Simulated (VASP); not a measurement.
A run of VASP 6.6.1:

The input INCAR:

```
SYSTEM = TiC
  PREC = Accurate
  ENCUT = 520
  EDIFF = 1E-7
  ISMEAR = 0
  SIGMA = 0.1
  LREAL = .FALSE.
  LASPH = .TRUE.
  NELM = 60
  ALGO = Normal
  ISIF = 2
  LWAVE = .FALSE.
  LCHARG = .FALSE.
  GGA = PE
  NBANDS = 15
```

KPOINTS

```
regular mesh
0
G
  16 16 16
  0 0 0
```

POSCAR

```
TiC
1.0
    0.0000000000      2.1663899353      2.1663899353
    2.1663899353      0.0000000000      2.1663899353
    2.1663899353      2.1663899353      0.0000000000
Ti C
1 1
Direct
    0.0000000000      0.0000000000      0.0000000000
    0.5000000000      0.5000000000      0.5000000000
```

Potentials or basis: VASP PAW PBE potentials, release 64 (Ti_sv, C).

Command:

```sh
$ cat potpaw_PBE.64/Ti_sv/POTCAR potpaw_PBE.64/C/POTCAR > POTCAR
$ mpirun -np 1 vasp_std > vasp.out
```

Hardware: 1 thread of Intel(R) Xeon(R) Platinum 8488C (Sapphire Rapids), with other jobs on the host.

Task: How long does it take, and how much memory?

Result: Run time: 27 s on 1 thread of Intel(R) Xeon(R) Platinum 8488C (Sapphire Rapids), on a shared host, peak memory 0.16 GiB. Counts: scf iterations 16, k points 145.
